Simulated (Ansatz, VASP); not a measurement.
# One calculation of Sr, two programs

File INCAR:

```
  PREC = Accurate
  ENCUT = 520
  EDIFF = 1E-6
  ISMEAR = 0
  SIGMA = 0.1
  LREAL = False
  LASPH = True
  NELM = 60
  ALGO = Normal
  ISIF = 2
  LWAVE = False
  LCHARG = False
  GGA = PS
  NBANDS = 11
```

The input KPOINTS:

```
Automatic mesh
0
Gamma
  12 12 12
```

Contents of POSCAR:

```
Sr
1.0
    0.0000000000      2.8663780287      2.8663780287
    2.8663780287      0.0000000000      2.8663780287
    2.8663780287      2.8663780287      0.0000000000
Sr
1
Direct
    0.0000000000      0.0000000000      0.0000000000
```

Input for Ansatz:

```yaml
crystal:
  lattice:
    - [0.0, 2.8663780287, 2.8663780287]
    - [2.8663780287, 0.0, 2.8663780287]
    - [2.8663780287, 2.8663780287, 0.0]
  atoms:
    - { symbol: Sr, position: [0.0, 0.0, 0.0] }
basis:
  ecutwfc: 420
kpoints:
  mp_grid: { grid: [12, 12, 12] }
hamiltonian:
  xc: pbesol
scf:
  occupations: { method: gaussian, width: 0.1 }
output:
  forces: true
  stress: true
  eigenvalues: true
```

Alike in both runs: task single point; functional PBEsol; k mesh 12 × 12 × 12; occupations gaussian, width 0.1 eV; no spin polarisation.

|  | VASP | Ansatz |
| --- | --- | --- |
| version | VASP 6.6.1 | Ansatz 0.2.0 |
| potentials or method | VASP PAW PBE potentials, release 64 (Sr_sv), cutoff 520 eV | scalar-relativistic, plane waves, PAW |
| valence electrons in the cell | 10 | 10 |

VASP gave:

```
gap on the k mesh at the Fermi level (eV) : none
pressure (GPa)                            : 1.5
```

Problem. Estimate Ansatz's values.

Solution. gap on the k mesh at the Fermi level (eV): none; pressure (GPa): 1.4.

VASP's potentials were made for PBE, not for PBEsol. A gap of «none» marks a metal or a gap that the smearing closes.
